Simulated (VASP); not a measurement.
A run of VASP 6.6.1:

The input INCAR:

```
ALGO = Normal ; EDIFF = 1E-7
ENCUT = 520 ; GGA = PE
ISIF = 2 ; ISMEAR = 0
LASPH = True ; LCHARG = False
LREAL = False ; LWAVE = False
NBANDS = 11 ; NELM = 100
PREC = Accurate ; SIGMA = 0.05
```

The input KPOINTS:

```
k-points
0
Gamma
  12 12 12
```

POSCAR

```
SiC
1.0
    0.0000000000      2.1359640939      2.1359640939
    2.1359640939      0.0000000000      2.1359640939
    2.1359640939      2.1359640939      0.0000000000
Si C
1 1
Direct
    0.0000000000      0.0000000000      0.0000000000
    0.7500000000      0.7500000000      0.7500000000
```

Potentials or basis: VASP PAW PBE potentials, release 64 (Si, C).

The run is started by

```bash
$ cat potpaw_PBE.64/Si/POTCAR potpaw_PBE.64/C/POTCAR > POTCAR
$ mpirun -np 1 vasp_std > vasp.out
```

Hardware: 1 thread of Intel(R) Xeon(R) Platinum 8488C (Sapphire Rapids), on a shared host.

How long does it take, and how much memory?

Wall time 7.3 s on 1 thread of Intel(R) Xeon(R) Platinum 8488C (Sapphire Rapids) (shared host), peak memory 0.13 GiB. Counts: scf iterations 13, k points 72.
